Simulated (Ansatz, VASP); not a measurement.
# One calculation of KTaO3, two programs

```xyz
5
Lattice="4.1333 0.0000 0.0000 0.0000 4.1333 0.0000 0.0000 0.0000 3.6637" Properties=species:S:1:pos:R:3 pbc="T T T"
K     2.0666    2.0666    1.8319
Ta    0.0000    0.0000    0.0000
O     2.0666    0.0000    0.0000
O     0.0000    2.0666    0.0000
O     0.0000    0.0000    1.8319
```

Alike in both runs: task single point; functional PBE; k mesh 8 × 8 × 8; occupations gaussian, width 0.05 eV; no spin polarisation.

```csv
,VASP,Ansatz
version,VASP 6.6.1,Ansatz 0.2.0
potentials or method,"VASP PAW PBE potentials, release 64 (K_sv, Ta_pv, O), cutoff 520 eV","scalar-relativistic, plane waves, PAW"
valence electrons in the cell,38,40
```

```tsv
	VASP	Ansatz	Ansatz less VASP
gap on the k mesh at the Fermi level (eV)	1.96	2.01	+0.045
least direct gap on the mesh (eV)	2.46	2.51	+0.049
pressure (GPa)	15.3	14.5	-0.84
traceless stress, the component that is largest in VASP (GPa)	39.65	39.00	-0.651
```

VASP's potentials hold 38 valence electrons a cell and Ansatz's 40, so a difference there can come from the potentials and not from the codes.

Spin-orbit coupling is off throughout.
